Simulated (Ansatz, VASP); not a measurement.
**GaN in VASP and in Ansatz**

```xyz
2
Lattice="0.0000 2.2152 2.2489 2.2152 0.0000 2.2489 2.2152 2.2152 0.0000" Properties=species:S:1:pos:R:3 pbc="T T T"
Ga    0.0000    0.0000    0.0000
N     3.3228    3.3228    3.3734
```

Change from the starting cell: strain -0.015 along x and y, +0.000 along z, atoms carried along.

Alike in both runs: task single point; functional r2SCAN; k mesh 10 × 10 × 10; occupations gaussian, width 0.05 eV; no spin polarisation.

|  | VASP | Ansatz |
| --- | --- | --- |
| version | VASP 6.6.1 | Ansatz 0.2.0 |
| potentials or method | VASP PAW PBE potentials, release 64 (Ga_d, N), cutoff 520 eV | scalar-relativistic, plane waves, PAW |
| valence electrons in the cell | 18 | 18 |

```csv
,VASP,Ansatz,Ansatz less VASP
gap on the k mesh at the Fermi level (eV),2.34,2.35,+0.010
least direct gap on the mesh (eV),2.34,2.35,+0.010
pressure (GPa),7.5,6.3,-1.20
"traceless stress, the component that is largest in VASP (GPa)",-1.35,-1.35,+0.002
```

VASP's potentials were made for PBE, not for r2SCAN.
